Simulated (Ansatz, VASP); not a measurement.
## CuO: VASP beside Ansatz

```
CELL_PARAMETERS angstrom
4.16430 0.00000 0.00000
0.00000 4.17588 0.00000
0.00000 0.00000 5.46034
ATOMIC_POSITIONS crystal
Cu 0.25000 0.25000 0.50000
Cu 0.25000 0.75000 0.00000
Cu 0.75000 0.75000 0.50000
Cu 0.75000 0.25000 0.00000
O 0.50000 0.00000 0.75000
O 0.50000 0.00000 0.25000
O 0.00000 0.50000 0.75000
O 0.00000 0.50000 0.25000
```

Change from the starting cell: strain along c alone, the other axes held, atoms relaxed: +6.0 %.

Alike in both runs: task single point; functional PBE; k mesh 8 × 8 × 8; occupations gaussian, width 0.1 eV; no spin polarisation.

|  | VASP | Ansatz |
| --- | --- | --- |
| version | VASP 6.6.1 | Ansatz 0.2.0 |
| potentials or method | VASP PAW PBE potentials, release 64 (Cu, O), cutoff 520 eV | scalar-relativistic, plane waves, PAW |
| valence electrons in the cell | 68 | 100 |

Ansatz gave:

- gap on the k mesh at the Fermi level (eV): none
- pressure (GPa): -9.5
- traceless stress, the component that is largest in VASP (GPa): -7.67

Q: Which values does VASP return?

A: gap on the k mesh at the Fermi level (eV): none; pressure (GPa): -9.0; traceless stress, the component that is largest in VASP (GPa): -7.42.

A gap of «none» marks a metal or a gap that the smearing closes. VASP's potentials hold 68 valence electrons a cell and Ansatz's 100, so a difference there can come from the potentials and not from the codes.
